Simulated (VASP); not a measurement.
Crystal: C.

```
CELL_PARAMETERS angstrom
0.00000 1.78012 1.78012
1.78012 0.00000 1.78012
1.78012 1.78012 0.00000
ATOMIC_POSITIONS crystal
C 0.00000 0.00000 0.00000
C 0.25000 0.25000 0.25000
```

Program: VASP 6.6.1. Alike in all runs: task single point; no spin polarisation; cell as given; k mesh 12 × 12 × 12.

Order these runs on this cell by their pressure, lowest first.
A. level PBE; potentials or basis VASP PAW PBE potentials, release 64 (C); cutoff (eV) 520; smearing fermi-dirac 0.02 eV
B. level r2SCAN; potentials or basis VASP PAW PBE potentials, release 64 (C); cutoff (eV) 520; smearing gaussian 0.01 eV
C. level r2SCAN; potentials or basis VASP PAW PBE potentials, release 64 (C_h); cutoff (eV) 910; smearing gaussian 0.01 eV; second run hard_potentials

C (-0.8 GPa), B (1.1 GPa), A (4.9 GPa).

Caveats: the PAW data sets were made with another functional, which shifts forces and pressure a little (some runs); the cutoff is under 1.25 times the usual one of these potentials, so pressure, stress and relaxed cells hold a basis-set (Pulay) error (some runs).
